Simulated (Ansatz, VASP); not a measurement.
**Two plane-wave programs on LiF**

Contents of INCAR:

```
SYSTEM = LiF
PREC = Accurate
ENCUT = 520
EDIFF = 1E-6
ISMEAR = 0
SIGMA = 0.02
LREAL = .FALSE.
LASPH = .TRUE.
NELM = 60
ALGO = Normal
ISIF = 2
LWAVE = .FALSE.
LCHARG = .FALSE.
GGA = PE
NBANDS = 12
```

The input KPOINTS:

```
regular mesh
0
G
  10 10 10
  0 0 0
```

File POSCAR:

```
LiF
1.0
    0.0805600000      1.9488672400      1.9653417600
    2.0654375600      0.0000000000      2.0459017600
    1.9848775600      1.9488672400      0.0805600000
Li F
1 1
Direct
   -0.0057903603     -0.0087984722      0.0057903603
    0.5057903603      0.5087984722      0.4942096397
```

Input for Ansatz:

```yaml
crystal:
  lattice:
    - [0.08056, 1.94886724, 1.96534176]
    - [2.06543756, 0.0, 2.04590176]
    - [1.98487756, 1.94886724, 0.08056]
  atoms:
    - { symbol: Li, position: [-0.0057903603, -0.0087984722, 0.0057903603] }
    - { symbol: F, position: [0.5057903603, 0.5087984722, 0.4942096397] }
basis:
  ecutwfc: 420
kpoints:
  mp_grid: { grid: [10, 10, 10] }
hamiltonian:
  xc: pbe
scf:
  occupations: { method: gaussian, width: 0.02 }
output:
  forces: true
  stress: true
  eigenvalues: true
  populations: true
```

Alike in both runs: task single point; functional PBE; k mesh 10 × 10 × 10; occupations gaussian, width 0.02 eV; no spin polarisation.

```csv
,VASP,Ansatz
version,VASP 6.6.1,Ansatz 0.2.0
potentials or method,"VASP PAW PBE potentials, release 64 (Li_sv, F), cutoff 520 eV","scalar-relativistic, plane waves, PAW"
valence electrons in the cell,10,10
```

```csv
,VASP,Ansatz,Ansatz less VASP
gap on the k mesh at the Fermi level (eV),9.48,9.48,0.000
least direct gap on the mesh (eV),9.48,9.48,0.000
rms of the force components (eV/Å),0.085,0.081,-0.0041
```

Atom by atom the forces differ by 0.004 eV/Å (rms over components).

Noted on VASP's run: the cutoff is short for stress, so the pressure is rough.
